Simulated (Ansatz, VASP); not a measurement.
# Nb3Sn in VASP and in Ansatz

INCAR

```
PREC = Accurate
ENCUT = 520
EDIFF = 1E-8
ISMEAR = -1
SIGMA = 0.05
LREAL = F
LASPH = T
NELM = 100
ALGO = Normal
ISIF = 2
LWAVE = F
LCHARG = F
GGA = PE
LEFG = T
NBANDS = 63
```

The input KPOINTS:

```
Automatic mesh
0
Gamma
  6 6 6
```

Contents of POSCAR:

```
Nb3Sn
1.0
    5.2821000000      0.0000000000      0.0000000000
    0.0000000000      5.2821000000      0.0000000000
    0.0000000000      0.0000000000      5.2821000000
Nb Sn
6 2
Direct
    0.2500000000      0.0000000000      0.5000000000
    0.5000000000      0.7500000000      0.0000000000
    0.7500000000      0.0000000000      0.5000000000
    0.5000000000      0.2500000000      0.0000000000
    0.0000000000      0.5000000000      0.7500000000
    0.0000000000      0.5000000000      0.2500000000
    0.0000000000      0.0000000000      0.0000000000
    0.5000000000      0.5000000000      0.5000000000
```

Input for Ansatz:

```yaml
crystal:
  lattice:
    - [5.2821, 0.0, 0.0]
    - [0.0, 5.2821, 0.0]
    - [0.0, 0.0, 5.2821]
  atoms:
    - { symbol: Nb, position: [0.25, 0.0, 0.5] }
    - { symbol: Nb, position: [0.5, 0.75, 0.0] }
    - { symbol: Nb, position: [0.75, 0.0, 0.5] }
    - { symbol: Nb, position: [0.5, 0.25, 0.0] }
    - { symbol: Nb, position: [0.0, 0.5, 0.75] }
    - { symbol: Nb, position: [0.0, 0.5, 0.25] }
    - { symbol: Sn, position: [0.0, 0.0, 0.0] }
    - { symbol: Sn, position: [0.5, 0.5, 0.5] }
kpoints:
  mp_grid: { grid: [6, 6, 6] }
scf:
  occupations: { method: fermi_dirac, width: 0.05 }
hamiltonian:
  xc: pbe
  pseudopotentials: { kind: paw }
output:
  forces: true
  stress: true
  populations: true
  efg:
    quadrupole_moments_barn: { Nb: -0.32, Sn: -0.132 }
    contact_densities: true
  write_density: true
  write_potential: true
  elf: true
  volumetric_format: npy
```

Alike in both runs: task electric field gradients; functional PBE; k mesh 6 × 6 × 6; occupations fermi-dirac, width 0.05 eV; no spin polarisation.

```csv
,VASP,Ansatz
version,VASP 6.6.1,Ansatz 0.2.0
potentials or method,"VASP PAW PBE potentials, release 64 (Nb_sv, Sn_d)","plane-wave PAW, scalar-relativistic"
plane-wave cutoff (eV),520,420
valence electrons in the cell,106,106
```

Ansatz gave:

```
pressure (GPa)                                       : 3.5
size of Vzz on the site where it differs most (V/Å²) : 59.1
```

Question: Estimate VASP's values.

Answer: Pressure (GPa): 3.3; size of Vzz on the site where it differs most (V/Å²): 61.8.

The functional is the same, so the differences come from potentials, cutoffs and numerics.
